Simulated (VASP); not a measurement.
**MoS2: single point with r2SCAN**

The system is MoS2.

```
Mo S
1.0
     1.58759    0.91660    6.19394
    -1.58759    0.91660    6.19394
     0.00000   -1.83319    6.19394
Mo S
1 2
Cartesian
  0.0000 0.0000 -0.0003
  0.0000 0.0000 7.7486
  0.0000 0.0000 4.6395
```

```json
{"Program": "VASP 6.6.1", "Task": "single point", "Functional": "r2SCAN", "Potentials or basis": "VASP PAW PBE potentials, release 64 (Mo_sv, S)", "Cutoff": "520 eV", "k mesh": "6 × 6 × 6", "Occupations": "methfessel-paxton, width 0.001 eV", "Spin": "no spin polarisation", "Dipole correction": "no", "Further INCAR settings": "ALGO = Normal; EDIFF = 1e-06; NBANDS = 20"}
```

```yaml
Pressure: 1.2 GPa
Largest_force: 0.047 eV/Å
Band_gap_on_the_k_mesh: 1.05 eV (least direct gap 1.80 eV)
```

Forces on the atoms (eV/Å):
```
Mo   0.000  0.000  0.000
S    0.000  0.000 -0.046
S    0.000  0.000  0.047
```

Stress tensor (GPa, compression positive):
```
1.26 0.00 0.00
0.00 1.26 0.00
0.00 0.00 1.07
```

Levels at points of the mesh, in eV from the valence-band top:
| k point | band 11 | band 12 | band 13 | band 14 | band 15 | band 16 |
| --- | --- | --- | --- | --- | --- | --- |
| (0.00, 0.00, 0.00) | -2.39 | -1.37 | -1.15 | 2.17 | 2.17 | 2.54 |
| (0.50, 0.00, 0.00) | -2.48 | -1.75 | -1.48 | 1.71 | 2.13 | 3.64 |
| (0.50, 0.50, 0.00) | -3.04 | -1.93 | -1.32 | 1.66 | 2.25 | 3.27 |
| (0.50, 0.50, 0.50) | -2.36 | -2.36 | 0.00 | 2.26 | 2.26 | 2.41 |

Run time: 3.9 min on 1 thread of Intel(R) Xeon(R) Platinum 8488C (Sapphire Rapids) (shared host), peak memory 0.36 GiB.

Caveat: the PAW data sets were made with another functional, which shifts forces and pressure a little. A k mesh can miss the band edges.
